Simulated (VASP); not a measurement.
# Te (P6_3/mmc) in VASP: a series of runs

The runs below take Te through single point, relaxation of cell and atoms, with PBE.

All numbers are computed with VASP 6.6.1; they aren't measurements. Logs are shortened: lines on timing, memory, paths and dates and some standing lists are left out, and cuts for length are marked.

## 1. The cell of the first run

Symmetry: P6_3/mmc, No. 194, hexagonal system. The conventional cell has a = 5.299 Å, b = 5.299 Å, c = 6.103 Å, α = 90.00°, β = 90.00°, γ = 120.00°. Te (site symmetry -6m2) has 5 Te at 3.05 to 3.06 Å within 4.0 Å. Te (site symmetry -6m2) has 3 Te at 3.06 Å within 4.0 Å.

## 2. Single point, PBE

Contents of INCAR:

```
PREC = Accurate
ENCUT = 520
EDIFF = 1E-6
ISMEAR = 0
SIGMA = 0.1
LREAL = False
LASPH = True
NELM = 60
ALGO = Normal
ISIF = 2
LWAVE = False
LCHARG = False
GGA = PE
NBANDS = 20
```

Contents of KPOINTS:

```
regular mesh
0
Gamma
  6 6 4
```

Contents of POSCAR:

```
Te
1.0
    5.2987339382      0.0000000000      0.0000000000
   -2.6493669691      4.5888381984      0.0000000000
    0.0000000000      0.0000000000      6.1029718591
Te
4
Direct
    0.0000000000      0.0000000000      0.2500000000
    0.0000000000      0.0000000000      0.7500000000
    0.3333333333      0.6666666667      0.7500000000
    0.6666666667      0.3333333333      0.2500000000
```

Potentials or basis: VASP PAW PBE potentials, release 64 (Te).

On the command line:

```bash
$ cat potpaw_PBE.64/Te/POTCAR > POTCAR
$ mpirun -np 1 vasp_std > vasp.out
```

OUTCAR:

```text
PREC = Accurate
   ENCUT = 520
   EDIFF = 1E-6
   ISMEAR = 0
   LREAL = False
   LASPH = True
   NELM = 60
   ISIF = 2
   GGA = PE

 ion  position               nearest neighbor table
   1  0.000  0.000  0.250-   2 3.05   2 3.05   4 3.06   4 3.06   4 3.06
   2  0.000  0.000  0.750-   1 3.05   1 3.05   3 3.06   3 3.06   3 3.06
   3  0.333  0.667  0.750-   2 3.06   2 3.06   2 3.06
   4  0.667  0.333  0.250-   1 3.06   1 3.06   1 3.06

  LATTYP: Found a hexagonal cell.
 ALAT       =     5.2987339382
 C/A-ratio  =     1.1517792609

  Lattice vectors:

 A1 = (   5.2987339382,   0.0000000000,   0.0000000000)
 A2 = (  -2.6493669691,   4.5888381984,   0.0000000000)
 A3 = (   0.0000000000,   0.0000000000,   6.1029718591)

Analysis of symmetry for initial positions (statically):
=====================================================================
 Subroutine PRICEL returns:
 Original cell was already a primitive cell.

 Routine SETGRP: Setting up the symmetry group for a
 hexagonal supercell.

 Subroutine GETGRP returns: Found 24 space group operations
 (whereof 12 operations were pure point group operations)
 out of a pool of 24 trial point group operations.

The static configuration has the point symmetry D_3d.
 The point group associated with its full space group is D_6h.

Analysis of symmetry for dynamics (positions and initial velocities):
=====================================================================
 Subroutine PRICEL returns:
 Original cell was already a primitive cell.

 Routine SETGRP: Setting up the symmetry group for a
 hexagonal supercell.

 Subroutine GETGRP returns: Found 24 space group operations
 (whereof 12 operations were pure point group operations)
 out of a pool of 24 trial point group operations.

The dynamic configuration has the point symmetry D_3d.
 The point group associated with its full space group is D_6h.

 Subroutine INISYM returns: Found 24 space group operations
 (whereof 12 operations are pure point group operations),
 and found     1 'primitive' translations

----------------------------------------------------------------------------------------

                                     Primitive cell

  volume of cell :     148.3940

  direct lattice vectors                    reciprocal lattice vectors
     5.298733938  0.000000000  0.000000000     0.188724328  0.108960041  0.000000000
    -2.649366969  4.588838198  0.000000000     0.000000000  0.217920083  0.000000000
     0.000000000  0.000000000  6.102971859     0.000000000  0.000000000  0.163854598

  length of vectors
     5.298733938  5.298733938  6.102971859     0.217920083  0.217920083  0.163854598

  position of ions in fractional coordinates (direct lattice)
     0.000000000  0.000000000  0.250000000
     0.000000000  0.000000000  0.750000000
     0.333333333  0.666666667  0.750000000
     0.666666667  0.333333333  0.250000000

  ion indices of the primitive-cell ions
   primitive index   ion index
                 1           1
                 2           2
                 3           3
                 4           4

----------------------------------------------------------------------------------------

 KPOINTS: regular mesh

Automatic generation of k-mesh.
 Grid dimensions read from file:
 generate k-points for:    6    6    4

 Generating k-lattice:

  Cartesian coordinates                     Fractional coordinates (reciprocal lattice)
     0.031454055  0.018160007  0.000000000     0.166666667  0.000000000  0.000000000
     0.000000000  0.036320014  0.000000000     0.000000000  0.166666667  0.000000000
     0.000000000  0.000000000  0.040963649     0.000000000  0.000000000  0.250000000

  Length of vectors
     0.036320014  0.036320014  0.040963649

  Shift w.r.t. Gamma in fractional coordinates (k-lattice)
     0.000000000  0.000000000  0.000000000

 Subroutine IBZKPT returns following result:
 ===========================================

 Found     21 irreducible k-points:

 Following reciprocal coordinates:
            Coordinates               Weight
  0.000000  0.000000  0.000000      1.000000
  0.166667 -0.000000  0.000000      6.000000
  0.333333  0.000000  0.000000      6.000000
  0.500000  0.000000  0.000000      3.000000
  0.166667  0.166667  0.000000      6.000000
  0.333333  0.166667  0.000000     12.000000
[... 13 lines left out ...]
  0.333333  0.166667  0.500000     12.000000
  0.333333  0.333333  0.500000      2.000000
   k-points           NKPTS =     21   k-points in BZ     NKDIM =     21   number of bands    NBANDS=     20
   number of dos      NEDOS =    301   number of ions     NIONS =      4
   total plane-waves  NPLWV =  76800
   dimension x,y,z NGX =    40 NGY =   40 NGZ =   48
   dimension x,y,z NGXF=    80 NGYF=   80 NGZF=   96
   ions per type =               4
   NGX,Y,Z   is equivalent  to a cutoff of  12.55, 12.55, 13.08 a.u.
   NGXF,Y,Z  is equivalent  to a cutoff of  25.10, 25.10, 26.15 a.u.
 SYSTEM =  unknown system
   PREC   = accura    normal or accurate (medium, high low for compatibility)
   ISTART =      0    job   : 0-new  1-cont  2-samecut
   ICHARG =      2    charge: 1-file 2-atom 10-const
   ISPIN  =      1    spin polarized calculation?
   LNONCOLLINEAR =      F non collinear calculations
   LSORBIT =      F    spin-orbit coupling
   LASPH  =      T    aspherical Exc in radial PAW
   ENCUT  =  520.0 eV  38.22 Ry    6.18 a.u.   9.85  9.85 11.35*2*pi/ulx,y,z
   NELM   =     60;   NELMIN=  2; NELMDL= -5     # of ELM steps
   EDIFF  = 0.1E-05   stopping-criterion for ELM
   LREAL  =      F    real-space projection
[... 7 lines left out ...]
   TEBEG  =    0.0;   TEEND  =   0.0 temperature during run
   PSTRESS=    0.0 pullay stress
   NELECT =      24.0000    total number of electrons
   NUPDOWN=      -1.0000    fix difference up-down
   EMIN   =  10.00;   EMAX   =-10.00  energy-range for DOS
   EFERMI =   0.00;   METHOD = LEGACY
   ISMEAR =     0;   SIGMA  =   0.10  broadening in eV -4-tet -1-fermi 0-gaus
   EFERMI_NEDOS =   21; number of points for ismear=-14 and -15
   IALGO  =     38    algorithm
   IMIX   =      4    mixing-type and parameters
     AMIX     =   0.40;   BMIX     =  1.00
     AMIX_MAG =   1.60;   BMIX_MAG =  1.00
  volume/ion in A,a.u.               =      37.10       250.35
  Fermi-wavevector in a.u.,A,eV,Ry     =   0.891949  1.685538 10.824419  0.795572
  Thomas-Fermi vector in A             =   2.013835
   LORBIT       =      0    0 simple, 1 ext, 2 COOP (PROOUT), +10 PAW based schemes
   GGA     = PE    functional components
   LHFCALC =     F    Hartree Fock is set to
   AEXX    =    0.0000 exact exchange contribution
   IVDW    =     0    specifies the selected vdW correction
   LEPSILON=     F    determine dielectric tensor
   LRPA    =     F    only Hartree local field effects (RPA)
 non-spin polarized calculation
 Gauss-broadening in eV      SIGMA  =   0.10
  energy-cutoff  :      520.00
  volume of cell :      148.39
 maximum number of plane-waves:      4020
 NGX is ok and might be reduce to    40
   NGX = 19   NGY = 19   NGZ = 23

 number of electron      24.0000003 magnetization

 Free energy of the ion-electron system (eV)
  ---------------------------------------------------
  ext. energy  EPLUGINS =         0.00000000
  ---------------------------------------------------
  free energy    TOTEN  =       -11.29338812 eV

  energy without entropy =      -11.27549550  energy(sigma->0) =      -11.28444181

 E-fermi :   5.0206     XC(G=0):  -8.6544

 val. band max:        5.0173099593   @ k =   0.1667  -0.0000   0.0000
 cond. band min:       5.1191766124   @ k =   0.1667   0.1667   0.2500
 fundamental gap:      0.1018666531
 Fermi energy:         5.0206474439

 k-point     1 :       0.0000    0.0000    0.0000
  band No.  band energies     occupation
      1      -8.4627      2.00000
      2      -6.7901      2.00000
      3      -4.5962      2.00000
      4      -3.5010      2.00000
      5      -0.6601      2.00000
      6       0.6691      2.00000
[... 12 lines left out ...]
     19       9.7519      0.00000
     20       9.7519      0.00000

 k-point     2 :       0.1667   -0.0000    0.0000
  band No.  band energies     occupation
      1      -8.3365      2.00000
      2      -6.6731      2.00000
      3      -4.9312      2.00000
      4      -3.8772      2.00000
      5      -0.5664      2.00000
      6       0.4211      2.00000
[... 12 lines left out ...]
     19      10.2114      0.00000
     20      10.2563      0.00000

 k-point     3 :       0.3333    0.0000    0.0000
  band No.  band energies     occupation
      1      -8.0108      2.00000
      2      -6.3901      2.00000
      3      -5.5486      2.00000
      4      -4.6454      2.00000
      5      -0.3522      2.00000
      6       0.0760      2.00000
[... 12 lines left out ...]
     19      10.6944      0.00000
     20      10.9293      0.00000

 k-point     4 :       0.5000    0.0000    0.0000
  band No.  band energies     occupation
      1      -7.7720      2.00000
      2      -6.3356      2.00000
      3      -5.6200      2.00000
      4      -5.2003      2.00000
      5      -0.2266      2.00000
      6      -0.0600      2.00000
[... 12 lines left out ...]
     19      10.0269      0.00000
     20      11.7193      0.00000

 k-point     5 :       0.1667    0.1667    0.0000
  band No.  band energies     occupation
      1      -8.1066      2.00000
      2      -6.4571      2.00000
      3      -5.4161      2.00000
      4      -4.4369      2.00000
      5      -0.4106      2.00000
      6       0.2623      2.00000
[... 12 lines left out ...]
     19      10.4812      0.00000
     20      10.9081      0.00000
[... 284 lines left out ...]
      6       0.6043      2.00000
[... 12 lines left out ...]
     19      10.8442      0.00000
     20      10.8442      0.00000

 k-point    19 :       0.1667    0.1667    0.5000
  band No.  band energies     occupation
      1      -7.3873      2.00000
      2      -7.3873      2.00000
      3      -5.0964      2.00000
      4      -5.0964      2.00000
      5       0.6129      2.00000
      6       0.6129      2.00000
[... 12 lines left out ...]
     19      11.6365      0.00000
     20      11.6365      0.00000

 k-point    20 :       0.3333    0.1667    0.5000
  band No.  band energies     occupation
      1      -7.0127      2.00000
      2      -7.0127      2.00000
      3      -5.7120      2.00000
      4      -5.7120      2.00000
      5       0.2739      2.00000
      6       0.2739      2.00000
[... 12 lines left out ...]
     19      10.8410      0.00000
     20      10.8410      0.00000

 k-point    21 :       0.3333    0.3333    0.5000
  band No.  band energies     occupation
      1      -6.7927      2.00000
      2      -6.7927      2.00000
      3      -5.9997      2.00000
      4      -5.9997      2.00000
      5       0.0185      2.00000
      6       0.0185      2.00000
[... 12 lines left out ...]
     19      10.1386      0.00000
     20      10.1386      0.00000

------------------------ aborting loop because EDIFF is reached ----------------------------------------

  FORCE on cell =-STRESS in cart. coord.  units (eV):
  Direction    XX          YY          ZZ          XY          YZ          ZX
  --------------------------------------------------------------------------------------
  -------------------------------------------------------------------------------------
  Total       -0.0610427     -0.0610427     -0.0318056      0.0000000     -0.0000000      0.0000000
  in kB       -0.6590652     -0.6590652     -0.3433987      0.0000000     -0.0000000      0.0000000
  external PRESSURE =      -0.5538430 kB  Pullay stress =       0.0000000 kB

 VOLUME and BASIS-vectors are now :
 -----------------------------------------------------------------------------
  energy-cutoff  :      520.00
  volume of cell :      148.39
      direct lattice vectors                 reciprocal lattice vectors
     5.298733938  0.000000000  0.000000000     0.188724328  0.108960041  0.000000000
    -2.649366969  4.588838198  0.000000000     0.000000000  0.217920083  0.000000000
     0.000000000  0.000000000  6.102971859     0.000000000  0.000000000  0.163854598

 POSITION                                       TOTAL-FORCE (eV/Angst)
 -----------------------------------------------------------------------------------
      0.00000      0.00000      1.52574         0.000000      0.000000     -0.000000
      0.00000      0.00000      4.57723        -0.000000      0.000000      0.000000
     -0.00000      3.05923      4.57723         0.000000      0.000000     -0.000000
      2.64937      1.52961      1.52574        -0.000000      0.000000      0.000000
 -----------------------------------------------------------------------------------
    total drift:                                0.000000     -0.000000      0.000000

  FREE ENERGIE OF THE ION-ELECTRON SYSTEM (eV)
  ---------------------------------------------------
  free  energy   TOTEN  =       -11.2933881191 eV

  energy  without entropy=      -11.2754954993  energy(sigma->0) =      -11.28444181
```

It took 27 s on 1 thread of Intel Xeon 6975P-C (Granite Rapids), shared host; peak memory 0.26 GiB.

What came out:

```
Free energy            : -11.2934 eV
Pressure               : -0.1 GPa
Band gap on the k mesh : zero (band 12 reaches 5.71 eV, above the bottom of band 13 at 4.17 eV)
```

Levels at points of the mesh, in eV from the Fermi level:
```tsv
k point	band 9	band 10	band 11	band 12	band 13	band 14	band 15	band 16
(0.00, 0.00, 0.00)	-3.41	-1.31	-0.27	-0.21	-0.21	0.38	0.38	3.37
(0.50, 0.00, 0.00)	-2.66	-2.10	-0.93	0.68	0.79	1.42	2.28	3.14
(0.00, 0.00, 0.50)	-2.64	-2.64	-0.26	-0.26	-0.24	-0.24	-0.24	-0.24
(0.50, 0.00, 0.50)	-1.92	-1.92	-0.55	-0.55	0.65	0.65	1.81	1.81
```

Caveat: spin-orbit coupling is left out, which moves the levels of the heavy elements.

## 3. Relaxation of cell and atoms, PBE

This run uses another cell than the first one, of 35.96 Å³/atom, 0.969 times its volume.

Contents of INCAR:

```
SYSTEM = Te
ALGO     = Normal         ! electronic algorithm
EDIFF    = 1E-7           ! SCF threshold, eV
EDIFFG   = -0.04          ! ionic threshold
ENCUT    = 600            ! plane-wave cutoff, eV
GGA      = PE             ! functional
IBRION   = 2              ! ionic algorithm
ISIF     = 3              ! what is computed and relaxed
ISMEAR   = 0              ! smearing method
LASPH    = .TRUE.         ! aspherical terms in the spheres
LCHARG   = .FALSE.        ! write CHGCAR
LREAL    = .FALSE.        ! projectors in reciprocal space
LWAVE    = .FALSE.        ! write WAVECAR
NELM     = 80             ! most SCF steps
NSW      = 90             ! ionic steps
PREC     = Accurate       ! precision mode
SIGMA    = 0.1            ! smearing width, eV
```

Contents of KPOINTS:

```
k-points
0
G
  6 6 2
  0 0 0
```

Contents of POSCAR:

```
Te
1.0
    3.9360508035      0.0000000000      0.0000000000
   -1.9680254018      3.4087199864      0.0000000000
    0.0000000000      0.0000000000     10.7201383673
Te
4
Direct
    0.0000000000      0.0000000000      0.2500000000
    0.0000000000      0.0000000000      0.7500000000
    0.3333333333      0.6666666667      0.7500000000
    0.6666666667      0.3333333333      0.2500000000
```

Potentials or basis: VASP PAW PBE potentials, release 64 (Te).

On the command line:

```bash
$ cat potpaw_PBE.64/Te/POTCAR > POTCAR
$ mpirun -np 1 vasp_std > vasp.out
```

Run time: 3.9 min. Hardware: 1 thread of Intel Xeon 6975P-C (Granite Rapids), shared host; peak memory 0.3 GiB.

It converged, with:

```
Free energy                            : -10.7965 eV
Relaxed volume                         : 60.22 Å³/atom
Relaxed cell                           : a = 5.095 Å, b = 5.095 Å, c = 10.715 Å, α = 90.00°, β = 90.00°, γ = 120.00°
Space group after relaxing (to 0.05 Å) : P6_3/mmc (No. 194)
Energy gained by relaxing              : 4435.1 meV/atom
Ionic steps                            : 9
Pressure after relaxing                : 0.0 GPa
Band gap on the k mesh                 : zero (band 12 reaches 1.35 eV, above the bottom of band 13 at 0.56 eV)
```

Stress tensor (GPa, compression positive):
```
 0.05  0.00  0.00
 0.00  0.05  0.00
 0.00  0.00 -0.08
```

The path:
| step | energy change (eV) | largest force (eV/Å) | pressure (GPa) | volume (Å³) |
| --- | --- | --- | --- | --- |
| 1 | 0.0000 | 0.0000 | 67.77 | 143.83 |
| 2 | -9.2986 | 0.0000 | -1.11 | 634.12 |
| 3 | -9.6972 | 0.0000 | -1.32 | 594.95 |
| 4 | -10.2011 | 0.0000 | -1.59 | 554.55 |
| 5 | -16.0620 | 0.0000 | -3.49 | 315.89 |
| 6 | -17.4535 | 0.0000 | 3.42 | 221.52 |
| 7 | -17.5868 | 0.0000 | -1.74 | 258.39 |
| 8 | -17.7337 | 0.0000 | -0.45 | 244.53 |
| 9 | -17.7406 | 0.0000 | 0.01 | 240.87 |

Final structure:
```xyz
4
Lattice="5.0949 0.0000 0.0000 -2.5474 4.4123 0.0000 0.0000 0.0000 10.7150" Properties=species:S:1:pos:R:3 pbc="T T T"
Te    0.0000    0.0000    2.6787
Te    0.0000    0.0000    8.0362
Te    0.0000    2.9415    8.0362
Te    2.5474    1.4708    2.6787
```

Levels at points of the mesh, in eV from the Fermi level:
| k point | band 9 | band 10 | band 11 | band 12 | band 13 | band 14 | band 15 | band 16 |
| --- | --- | --- | --- | --- | --- | --- | --- | --- |
| (0.00, 0.00, 0.00) | -3.28 | -2.85 | -0.01 | -0.01 | 0.01 | 0.01 | 0.54 | 0.67 |
| (0.50, 0.00, 0.00) | -2.23 | -2.03 | -1.04 | -1.02 | 1.31 | 1.32 | 2.43 | 2.44 |
| (0.00, 0.00, 0.50) | -3.08 | -3.08 | 0.00 | 0.00 | 0.00 | 0.00 | 0.60 | 0.60 |
| (0.50, 0.00, 0.50) | -2.12 | -2.12 | -1.05 | -1.05 | 1.31 | 1.31 | 2.44 | 2.44 |

Caveat: the volume moved by over 15 % at a fixed basis, so the end points are rough; spin-orbit coupling is left out, which moves the levels of the heavy elements; this functional lacks dispersion, which binds the layers, so the pressure and a relaxed spacing across them are unreliable.

(Continued in part 2 of 2.)
